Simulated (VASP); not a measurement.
Wanted: the native input for a VASP 6.6.1 run.

* Task: single point
* Functional: PBE
* Potentials or basis: VASP PAW PBE potentials, release 64 (Nb_sv, Ru_pv, C)
* Cutoff: 520 eV
* k mesh: 6 × 6 × 6
* Occupations: methfessel-paxton, width 0.05 eV
* Spin: no spin polarisation
* Dipole correction: no
* Further INCAR settings: ALGO = Normal; EDIFF = 1e-07; NBANDS = 38

The structure of NbRu3C lies in POSCAR:

```
NbRu3C
1.0
    4.1643286325      0.0000000000      0.0000000000
    0.0000000000      4.1643286325      0.0000000000
    0.0000000000      0.0000000000      4.1643286325
Nb Ru C
1 3 1
Direct
    0.0000000000      0.0000000000      0.0000000000
    0.0000000000      0.5000000000      0.5000000000
    0.5000000000      0.0000000000      0.5000000000
    0.5000000000      0.5000000000      0.0000000000
    0.5000000000      0.5000000000      0.5000000000
```

The input as run:

INCAR

```
PREC = Accurate ; ENCUT = 520
EDIFF = 1E-7 ; ISMEAR = 1
SIGMA = 0.05 ; LREAL = False
LASPH = True ; NELM = 100
ALGO = Normal ; ISIF = 2
LWAVE = False ; LCHARG = False
GGA = PE ; NBANDS = 38
```

KPOINTS

```
regular mesh
0
Gamma
  6 6 6
```

Potentials or basis: VASP PAW PBE potentials, release 64 (Nb_sv, Ru_pv, C).

Command:

```bash
$ cat potpaw_PBE.64/Nb_sv/POTCAR potpaw_PBE.64/Ru_pv/POTCAR potpaw_PBE.64/C/POTCAR > POTCAR
$ mpirun -np 1 vasp_std > vasp.out
```

It gave:

- Pressure: -19.7 GPa

Wall time 33 s on 1 thread of AMD EPYC 9R45 (Zen 5), on a shared host, peak memory 0.17 GiB.
